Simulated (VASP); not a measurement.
# CuO (C2/c) in VASP: a series of runs

Runs on CuO. Level: PBE. Tasks: single point.

Everything below comes from runs of VASP 6.6.1. Logs are shortened: lines on timing, memory, paths and dates and some standing lists are left out, and cuts for length are marked.

**1. The cell of the first run**

The typed cell holds 4 atoms: a = 2.949 Å, b = 2.949 Å, c = 5.151 Å, α = 90.01°, β = 90.01°, γ = 89.85°.

**2. Single point, PBE**

File INCAR:

```
ALGO = Normal
EDIFF = 1E-7
ENCUT = 520
GGA = PE
ISIF = 2
ISMEAR = 0
LASPH = True
LCHARG = False
LREAL = False
LWAVE = False
NBANDS = 25
NELM = 80
PREC = Accurate
SIGMA = 0.1
```

File KPOINTS:

```
k-points
0
Gamma
  14 14 8
```

File POSCAR:

```
CuO
1.0
    2.0814198478     -2.0824189921      0.1629648055
    2.0814198478      2.0824189921      0.1629648055
   -0.4035310781      0.0000000000      5.1352739965
Cu O
2 2
Direct
    0.0000000000      0.5000000000      0.0000000000
    0.5000000000      0.0000000000      0.5000000000
    0.5000828519      0.4999171481      0.2500000000
    0.4999171481      0.5000828519      0.7500000000
```

Potentials or basis: VASP PAW PBE potentials, release 64 (Cu, O).

Started as:

```sh
> cat potpaw_PBE.64/Cu/POTCAR potpaw_PBE.64/O/POTCAR > POTCAR
> mpirun -np 1 vasp_std > vasp.out
```

OUTCAR:

```text
EDIFF = 1E-7
   ENCUT = 520
   GGA = PE
   ISIF = 2
   ISMEAR = 0
   LASPH = True
   LREAL = False
   NELM = 80
   PREC = Accurate

 ion  position               nearest neighbor table
   1  0.000  0.500  0.000-   3 1.96   4 1.96   4 1.96   3 1.96
   2  0.500  0.000  0.500-   4 1.96   3 1.96   4 1.96   3 1.96
   3  0.500  0.500  0.250-   2 1.96   1 1.96   2 1.96   1 1.96
   4  0.500  0.500  0.750-   1 1.96   2 1.96   2 1.96   1 1.96

  LATTYP: Found a base centered monoclinic cell.
 ALAT       =     4.1755795337
 B/A-ratio  =     0.9974275308
 C/A-ratio  =     1.2336262164
 COS(beta)  =    -0.0002834803

  Lattice vectors:

 A1 = (   2.0814198478,  -2.0824189921,   0.1629648055)
 A2 = (   2.0814198478,   2.0824189921,   0.1629648055)
 A3 = (  -0.4035310781,   0.0000000000,   5.1352739965)

Analysis of symmetry for initial positions (statically):
=====================================================================
 Subroutine PRICEL returns:
 Original cell was already a primitive cell.

 Routine SETGRP: Setting up the symmetry group for a
 base centered monoclinic supercell.

 Subroutine GETGRP returns: Found  4 space group operations
 (whereof  2 operations were pure point group operations)
 out of a pool of  4 trial point group operations.

The static configuration has the point symmetry S_2 .
 The point group associated with its full space group is C_2h.

Analysis of symmetry for dynamics (positions and initial velocities):
=====================================================================
 Subroutine PRICEL returns:
 Original cell was already a primitive cell.

 Routine SETGRP: Setting up the symmetry group for a
 base centered monoclinic supercell.

 Subroutine GETGRP returns: Found  4 space group operations
 (whereof  2 operations were pure point group operations)
 out of a pool of  4 trial point group operations.

The dynamic configuration has the point symmetry S_2 .
 The point group associated with its full space group is C_2h.

 Subroutine INISYM returns: Found  4 space group operations
 (whereof  2 operations are pure point group operations),
 and found     1 'primitive' translations

----------------------------------------------------------------------------------------

                                     Primitive cell

  volume of cell :      44.7904

  direct lattice vectors                    reciprocal lattice vectors
     2.081419848 -2.082418992  0.162964806     0.238751730 -0.240105378  0.018761169
     2.081419848  2.082418992  0.162964806     0.238751730  0.240105378  0.018761169
    -0.403531078  0.000000000  5.135273996    -0.015153283  0.000000000  0.193540828

  length of vectors
     2.948785338  2.948785338  5.151104382     0.339123816  0.339123816  0.194133135

  position of ions in fractional coordinates (direct lattice)
     0.000000000  0.500000000  0.000000000
     0.500000000  0.000000000  0.500000000
     0.500082852  0.499917148  0.250000000
     0.499917148  0.500082852  0.750000000

  ion indices of the primitive-cell ions
   primitive index   ion index
                 1           1
                 2           2
                 3           3
                 4           4

----------------------------------------------------------------------------------------

 KPOINTS: k-points

Automatic generation of k-mesh.
 Grid dimensions read from file:
 generate k-points for:   14   14    8

 Generating k-lattice:

  Cartesian coordinates                     Fractional coordinates (reciprocal lattice)
     0.017053695 -0.017150384  0.001340083     0.071428571  0.000000000 -0.000000000
     0.017053695  0.017150384  0.001340083     0.000000000  0.071428571 -0.000000000
    -0.001894160  0.000000000  0.024192603     0.000000000  0.000000000  0.125000000

  Length of vectors
     0.024223130  0.024223130  0.024266642

  Shift w.r.t. Gamma in fractional coordinates (k-lattice)
     0.000000000  0.000000000  0.000000000

 Subroutine IBZKPT returns following result:
 ===========================================

 Found    429 irreducible k-points:

 Following reciprocal coordinates:
            Coordinates               Weight
  0.000000  0.000000  0.000000      1.000000
  0.071429 -0.000000  0.000000      4.000000
  0.142857  0.000000  0.000000      4.000000
  0.214286 -0.000000  0.000000      4.000000
  0.285714  0.000000 -0.000000      4.000000
  0.357143 -0.000000 -0.000000      4.000000
[... 16 lines left out ...]
  0.214286  0.142857  0.000000      4.000000
  0.285714  0.142857 -0.000000      4.000000
 [... further k-points ...]
   k-points           NKPTS =    429   k-points in BZ     NKDIM =    429   number of bands    NBANDS=     25
   number of dos      NEDOS =    301   number of ions     NIONS =      4
   total plane-waves  NPLWV =  23040
   dimension x,y,z NGX =    24 NGY =   24 NGZ =   40
   dimension x,y,z NGXF=    48 NGYF=   48 NGZF=   80
   ions per type =               2   2
   NGX,Y,Z   is equivalent  to a cutoff of  13.53, 13.53, 12.91 a.u.
   NGXF,Y,Z  is equivalent  to a cutoff of  27.06, 27.06, 25.82 a.u.
 SYSTEM =  unknown system
   PREC   = accura    normal or accurate (medium, high low for compatibility)
   ISTART =      0    job   : 0-new  1-cont  2-samecut
   ICHARG =      2    charge: 1-file 2-atom 10-const
   ISPIN  =      1    spin polarized calculation?
   LNONCOLLINEAR =      F non collinear calculations
   LSORBIT =      F    spin-orbit coupling
   LASPH  =      T    aspherical Exc in radial PAW
   ENCUT  =  520.0 eV  38.22 Ry    6.18 a.u.   5.48  5.48  9.58*2*pi/ulx,y,z
   NELM   =     80;   NELMIN=  2; NELMDL= -5     # of ELM steps
   EDIFF  = 0.1E-06   stopping-criterion for ELM
   LREAL  =      F    real-space projection
   EDIFFG = 0.1E-05   stopping-criterion for IOM
   NSW    =      0    number of steps for IOM
   IBRION =     -1    ionic relax: 0-MD 1-quasi-New 2-CG
   NFREE  =      0    steps in history (QN), initial steepest desc. (CG)
   ISIF   =      2    stress and relaxation
   ISYM   =      2    0-nonsym 1-usesym 2-fastsym
   POTIM  = 0.5000    time-step for ionic-motion
   TEBEG  =    0.0;   TEEND  =   0.0 temperature during run
   PSTRESS=    0.0 pullay stress
   NELECT =      34.0000    total number of electrons
   NUPDOWN=      -1.0000    fix difference up-down
   EMIN   =  10.00;   EMAX   =-10.00  energy-range for DOS
   EFERMI =   0.00;   METHOD = LEGACY
   ISMEAR =     0;   SIGMA  =   0.10  broadening in eV -4-tet -1-fermi 0-gaus
   EFERMI_NEDOS =   21; number of points for ismear=-14 and -15
   IALGO  =     38    algorithm
   IMIX   =      4    mixing-type and parameters
     AMIX     =   0.40;   BMIX     =  1.00
     AMIX_MAG =   1.60;   BMIX_MAG =  1.00
  volume/ion in A,a.u.               =      11.20        75.57
  Fermi-wavevector in a.u.,A,eV,Ry     =   1.493388  2.822095 30.343829  2.230209
  Thomas-Fermi vector in A             =   2.605795
   LORBIT       =      0    0 simple, 1 ext, 2 COOP (PROOUT), +10 PAW based schemes
   GGA     = PE    functional components
   LHFCALC =     F    Hartree Fock is set to
   AEXX    =    0.0000 exact exchange contribution
   IVDW    =     0    specifies the selected vdW correction
   LEPSILON=     F    determine dielectric tensor
   LRPA    =     F    only Hartree local field effects (RPA)
 non-spin polarized calculation
 Gauss-broadening in eV      SIGMA  =   0.10
  energy-cutoff  :      520.00
  volume of cell :       44.79
 maximum number of plane-waves:      1236
 NGX is ok and might be reduce to    24
   NGX = 11   NGY = 11   NGZ = 19

 number of electron      34.0000018 magnetization

 Free energy of the ion-electron system (eV)
  ---------------------------------------------------
  ext. energy  EPLUGINS =         0.00000000
  ---------------------------------------------------
  free energy    TOTEN  =       -19.73584797 eV

  energy without entropy =      -19.72295545  energy(sigma->0) =      -19.72940171

 E-fermi :   4.7753     XC(G=0): -11.2570

 val. band max:        4.7743972709   @ k =  -0.4286   0.4286   0.3750
 cond. band min:       4.7763134130   @ k =   0.3571  -0.0000   0.1250
 fundamental gap:      0.0019161421
 Fermi energy:         4.7753212503

 k-point     1 :       0.0000    0.0000    0.0000
  band No.  band energies     occupation
      1     -14.9484      2.00000
      2     -13.6549      2.00000
      3      -3.2353      2.00000
      4      -0.6014      2.00000
      5      -0.5961      2.00000
      6       1.0878      2.00000
[... 17 lines left out ...]
     24      19.1798      0.00000
     25      19.4822      0.00000

 k-point     2 :       0.0714   -0.0000    0.0000
  band No.  band energies     occupation
      1     -14.9225      2.00000
      2     -13.6470      2.00000
      3      -3.1889      2.00000
      4      -0.6230      2.00000
      5      -0.5852      2.00000
      6       0.7693      2.00000
[... 17 lines left out ...]
     24      19.2618      0.00000
     25      19.5140      0.00000

 k-point     3 :       0.1429    0.0000    0.0000
  band No.  band energies     occupation
      1     -14.8482      2.00000
      2     -13.6249      2.00000
      3      -3.0560      2.00000
      4      -0.6812      2.00000
      5      -0.5476      2.00000
      6       0.1362      2.00000
[... 17 lines left out ...]
     24      19.4711      0.00000
     25      19.5485      0.00000

 k-point     4 :       0.2143   -0.0000    0.0000
  band No.  band energies     occupation
      1     -14.7377      2.00000
      2     -13.5926      2.00000
      3      -2.8557      2.00000
      4      -0.7428      2.00000
      5      -0.5656      2.00000
      6      -0.4919      2.00000
[... 17 lines left out ...]
     24      19.4274      0.00000
     25      19.6390      0.00000
[... 477 lines left out ...]
 k-point    22 :       0.1429    0.1429    0.0000
  band No.  band energies     occupation
      1     -14.7497      2.00000
      2     -13.5965      2.00000
      3      -2.8758      2.00000
      4      -0.6614      2.00000
      5      -0.5869      2.00000
      6       0.0203      2.00000
[... 17 lines left out ...]
     24      17.5977      0.00000
     25      19.9461      0.00000

 k-point    23 :       0.2143    0.1429    0.0000
  band No.  band energies     occupation
      1     -14.6411      2.00000
      2     -13.5660      2.00000
      3      -2.6740      2.00000
      4      -0.6987      2.00000
      5      -0.5416      2.00000
      6      -0.5396      2.00000
[... 17 lines left out ...]
     24      17.3204      0.00000
     25      19.7916      0.00000

 k-point    24 :       0.2857    0.1429   -0.0000
  band No.  band energies     occupation
      1     -14.5160      2.00000
      2     -13.5319      2.00000
      3      -2.4366      2.00000
      4      -1.1615      2.00000
      5      -0.7165      2.00000
      6      -0.4786      2.00000
[... 17 lines left out ...]
     24      17.5920      0.00000
     25      19.4692      0.00000

 [... further k-points ...]

------------------------ aborting loop because EDIFF is reached ----------------------------------------

  FORCE on cell =-STRESS in cart. coord.  units (eV):
  Direction    XX          YY          ZZ          XY          YZ          ZX
  --------------------------------------------------------------------------------------
  -------------------------------------------------------------------------------------
  Total        0.1424708      0.1517215      0.2587159      0.0000000      0.0000000     -0.0086171
  in kB        5.0962575      5.4271601      9.2544036      0.0000000      0.0000000     -0.3082393
  external PRESSURE =       6.5926071 kB  Pullay stress =       0.0000000 kB

 VOLUME and BASIS-vectors are now :
 -----------------------------------------------------------------------------
  energy-cutoff  :      520.00
  volume of cell :       44.79
      direct lattice vectors                 reciprocal lattice vectors
     2.081419848 -2.082418992  0.162964806     0.238751730 -0.240105378  0.018761169
     2.081419848  2.082418992  0.162964806     0.238751730  0.240105378  0.018761169
    -0.403531078  0.000000000  5.135273996    -0.015153283  0.000000000  0.193540828

 POSITION                                       TOTAL-FORCE (eV/Angst)
 -----------------------------------------------------------------------------------
      1.04071      1.04121      0.08148         0.000000      0.000000      0.000000
      0.83894     -1.04121      2.64912         0.000000     -0.000000      0.000000
      1.98054     -0.00035      1.44678         0.000000      0.000155      0.000000
      1.77877      0.00035      4.01442        -0.000000     -0.000155     -0.000000
 -----------------------------------------------------------------------------------
    total drift:                                0.000000     -0.000000     -0.000000

  FREE ENERGIE OF THE ION-ELECTRON SYSTEM (eV)
  ---------------------------------------------------
  free  energy   TOTEN  =       -19.7358479697 eV

  energy  without entropy=      -19.7229554534  energy(sigma->0) =      -19.72940171
```

Wall time 2.5 min (1 thread of Intel Xeon 6975P-C (Granite Rapids), shared host); peak memory 0.48 GiB.

Results:

```yaml
Free_energy: -19.7358 eV
Pressure: 0.7 GPa
Band_gap_on_the_k_mesh: zero (bands 17 and 18 overlap by 1.18 eV)
```

Stress tensor (GPa, compression positive):
```
 0.51  0.00 -0.03
 0.00  0.54  0.00
-0.03  0.00  0.93
```

Levels at points of the mesh, in eV from the Fermi level:
| k point | band 15 | band 16 | band 17 | band 18 | band 19 | band 20 |
| --- | --- | --- | --- | --- | --- | --- |
| (0.00, 0.00, 0.00) | -2.28 | -1.90 | 0.65 | 0.66 | 1.38 | 6.08 |
| (0.50, 0.00, 0.00) | -1.58 | -1.50 | 0.20 | 0.45 | 3.74 | 5.81 |
| (0.50, 0.50, 0.00) | -1.62 | -1.21 | -1.21 | 1.10 | 2.16 | 7.20 |
| (0.00, 0.00, 0.50) | -1.55 | -1.55 | 0.10 | 0.10 | 3.44 | 3.44 |
| (0.50, 0.00, 0.50) | -2.02 | -1.83 | -0.19 | 0.66 | 4.33 | 5.83 |
| (0.50, 0.50, 0.50) | -1.43 | -1.43 | -0.53 | -0.53 | 4.01 | 4.01 |

Caveat: semilocal functionals often make such compounds metallic where correlation or magnetic order opens a gap, which also shifts bond lengths. With open d or f shells a metallic result of PBE can be an artefact of self-interaction; +U or a hybrid may open a gap.

**3. Single point, PBE**

File INCAR:

```
PREC     = Accurate       # precision mode
ENCUT    = 520            # plane-wave cutoff, eV
EDIFF    = 1E-6           # SCF threshold, eV
ISMEAR   = 0              # smearing method
SIGMA    = 0.1            # smearing width, eV
LREAL    = False          # projectors in reciprocal space
LASPH    = True           # aspherical terms in the spheres
NELM     = 60             # most SCF steps
ALGO     = Normal         # electronic algorithm
ISIF     = 2              # what is computed and relaxed
LWAVE    = False          # write WAVECAR
LCHARG   = True           # write CHGCAR
GGA      = PE             # functional
LELF     = True           # ELF
LVHAR    = True         
NBANDS   = 25             # bands
```

File KPOINTS:

```
regular mesh
0
Gamma
  16 16 8
```

POSCAR is that of step 2.

Potentials or basis: VASP PAW PBE potentials, release 64 (Cu, O).

Started as:

```sh
> cat potpaw_PBE.64/Cu/POTCAR potpaw_PBE.64/O/POTCAR > POTCAR
> mpirun -np 1 vasp_std > vasp.out
```

It took 3 min on 1 thread of Intel Xeon 6975P-C (Granite Rapids), shared host; peak memory 0.57 GiB.

It converged, with:

| Quantity | Value |
| --- | --- |
| Free energy | -19.7362 eV |
| Pressure | 0.7 GPa |
| Band gap on the k mesh | zero (bands 17 and 18 overlap by 1.18 eV) |

Stress tensor (GPa, compression positive):
```
 0.55  0.00 -0.03
 0.00  0.59  0.00
-0.03  0.00  0.96
```

Levels at points of the mesh, in eV from the Fermi level:
```tsv
k point	band 13	band 14	band 15	band 16	band 17	band 18	band 19	band 20	band 21	band 22
(0.00, 0.00, 0.00)	-2.39	-2.37	-2.28	-1.90	0.65	0.66	1.37	6.08	7.25	13.14
(0.50, 0.00, 0.00)	-2.28	-1.89	-1.58	-1.50	0.20	0.45	3.74	5.81	6.41	10.87
(0.50, 0.50, 0.00)	-2.35	-2.35	-1.62	-1.21	-1.21	1.10	2.15	7.19	9.75	9.79
(0.00, 0.00, 0.50)	-2.26	-2.26	-1.56	-1.56	0.10	0.10	3.44	3.44	11.60	11.60
(0.50, 0.00, 0.50)	-2.38	-2.34	-2.02	-1.83	-0.19	0.66	4.33	5.83	8.24	8.62
(0.50, 0.50, 0.50)	-1.90	-1.90	-1.43	-1.43	-0.53	-0.53	4.01	4.01	10.36	10.36
```

Caveat: semilocal functionals often make such compounds metallic where correlation or magnetic order opens a gap, which also shifts bond lengths.
